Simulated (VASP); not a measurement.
The system is MoSe.

```
Mo Se
1.0
     0.00000    2.83929    2.83929
     2.83929    0.00000    2.83929
     2.83929    2.83929    0.00000
Mo Se
1 1
Direct
  0.00000 0.00000 0.00000
  0.25000 0.25000 0.25000
```

Base run:

* Program: VASP 6.6.1
* Functional: r2SCAN
* Potentials or basis: VASP PAW PBE potentials, release 64 (Mo_sv, Se)
* Cutoff: 520 eV
* k mesh: 12 × 12 × 12
* Occupations: gaussian, width 0.1 eV
* Spin: no spin polarisation

Its results: band gap on the k mesh zero (bands 10 and 11 overlap by 0.22 eV); pressure -3.2 GPa.

Problem. The run is repeated on the same cell with these changes: functional from r2SCAN to PBE; further incar settings from ALGO = Normal; EDIFF = 1e-07; NBANDS = 17 to ALGO = Normal; EDIFF = 1e-06; NBANDS = 17. What comes out?

Solution. Band gap on the k mesh zero (bands 10 and 11 overlap by 0.25 eV); pressure -1.5 GPa.

Caveats: the cell stands under tension (at least some runs); the PAW data sets were made with another functional, which shifts forces and pressure a little (at least some runs).
